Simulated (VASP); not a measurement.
Write the native input for VASP 6.6.1 that does the following.

- Task: relaxation of cell and atoms
- Functional: revPBE
- Dispersion: D4
- Potentials or basis: VASP PAW PBE potentials, release 64 (Hg, Te)
- Cutoff: 600 eV
- k mesh: 7 × 7 × 7
- Occupations: fermi-dirac, width 0.05 eV
- Spin: no spin polarisation
- Dipole correction: no
- Further INCAR settings: ALGO = Normal; EDIFF = 1e-06; IBRION = 2; EDIFFG = -0.01; NSW = 80; ISIF = 3

The structure of HgTe (Coloradoite) lies in POSCAR:

```
HgTe
1.0
    0.0000000000      3.2145000000      3.2145000000
    3.2145000000      0.0000000000      3.2145000000
    3.2145000000      3.2145000000      0.0000000000
Hg Te
1 1
Direct
    0.0000000000      0.0000000000      0.0000000000
    0.7500000000      0.7500000000      0.7500000000
```

One way to write it, as run:

INCAR

```
SYSTEM = HgTe
PREC = Accurate
ENCUT = 600
EDIFF = 1E-6
ISMEAR = -1
SIGMA = 0.05
LREAL = .FALSE.
LASPH = .TRUE.
NELM = 60
ALGO = Normal
ISIF = 3
LWAVE = .FALSE.
LCHARG = .FALSE.
GGA = RE
IVDW = 13
IBRION = 2
NSW = 80
EDIFFG = -0.01
```

KPOINTS

```
Automatic mesh
0
G
  7 7 7
  0 0 0
```

Potentials or basis: VASP PAW PBE potentials, release 64 (Hg, Te).

Launch:

```sh
$ cat potpaw_PBE.64/Hg/POTCAR potpaw_PBE.64/Te/POTCAR > POTCAR
$ mpirun -np 1 vasp_std > vasp.out
```

Results of the run:

```
Relaxed volume                         : 35.02 Å³/atom
Relaxed cell                           : a = 4.627 Å, b = 4.627 Å, c = 4.627 Å, α = 60.00°, β = 60.00°, γ = 60.00°
Space group after relaxing (to 0.05 Å) : F-43m (No. 216)
Energy gained by relaxing              : 12.8 meV/atom
Ionic steps                            : 3
Pressure after relaxing                : 0.0 GPa
Band gap on the k mesh                 : zero (filled and empty bands touch)
Dispersion energy per atom             : -0.581 eV
```

Caveat: the PAW data sets were made with another functional, which shifts forces and pressure a little; spin-orbit coupling is left out, which moves the levels of the heavy elements; pairwise dispersion overbinds metals, which lowers pressure and volume.

It took 47 s on 1 thread of Intel(R) Xeon(R) Platinum 8259CL CPU @ 2.50GHz (Skylake/Cascade Lake), with other jobs on the host, peak memory 0.23 GiB.
